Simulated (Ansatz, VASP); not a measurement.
# Ge in VASP and in Ansatz

The input INCAR:

```
SYSTEM = Ge
ALGO = Normal ; EDIFF = 1E-6
ENCUT = 520 ; ISIF = 2
ISMEAR = -1 ; LASPH = .TRUE.
LCHARG = .FALSE. ; LREAL = .FALSE.
LWAVE = .FALSE. ; NBANDS = 28
NELM = 80 ; PREC = Accurate
SIGMA = 0.1
```

File KPOINTS:

```
k-points
0
G
  9 9 13
  0 0 0
```

Contents of POSCAR:

```
Ge
1.0
    4.8578613603      0.0000000000      0.0000000000
   -2.4289306802      4.2070313461      0.0000000000
    0.0000000000      0.0000000000      2.7447566944
Ge
3
Direct
    1.0000000000      0.0000000000      1.0000000000
    0.3333333333      0.6666666667      0.5000000000
    0.6666666667      0.3333333333      0.5000000000
```

Input for Ansatz:

```yaml
crystal:
  lattice:
    - [4.8578613603, 0.0, 0.0]
    - [-2.4289306802, 4.2070313461, 0.0]
    - [0.0, 0.0, 2.7447566944]
  atoms:
    - { symbol: Ge, position: [1.0, 0.0, 1.0] }
    - { symbol: Ge, position: [0.3333333333, 0.6666666667, 0.5] }
    - { symbol: Ge, position: [0.6666666667, 0.3333333333, 0.5] }
hamiltonian:
  xc: lda
  pseudopotentials:
    kind: paw
    azcp:
      Ge: "pseudopotentials/Ge.paw.azcp"
basis:
  ecutwfc: 420
  fft_grid_basis: typed
kpoints:
  mp_grid: { grid: [9, 9, 13], shift: [0, 0, 0] }
magnetization:
  spin_polarized: false
scf:
  occupations: { method: fermi_dirac, width: 0.1 }
  lower_state_search: "off"
output:
  stress: true
```

Alike in both runs: task single point; functional LDA; k mesh 9 × 9 × 13; occupations fermi-dirac, width 0.1 eV; no spin polarisation.

|  | VASP | Ansatz |
| --- | --- | --- |
| version | VASP 6.6.1 | Ansatz 0.2.0 |
| potentials or method | VASP PAW LDA potentials, release 64 (Ge_d), cutoff 520 eV | plane waves (420 eV) with PAW, scalar-relativistic |
| valence electrons in the cell | 42 | 42 |

VASP gave:

| Item | Value |
| --- | --- |
| pressure (GPa) | -2.9 |
| traceless stress, the component that is largest in VASP (GPa) | 3.41 |

Estimate Ansatz's values.

pressure (GPa): -2.9; traceless stress, the component that is largest in VASP (GPa): 3.39.

Ansatz warns that its potentials were made for another functional, while VASP's fit it. LDA's correlation is that of Perdew and Zunger in VASP and of Perdew and Wang (1992) in Ansatz.
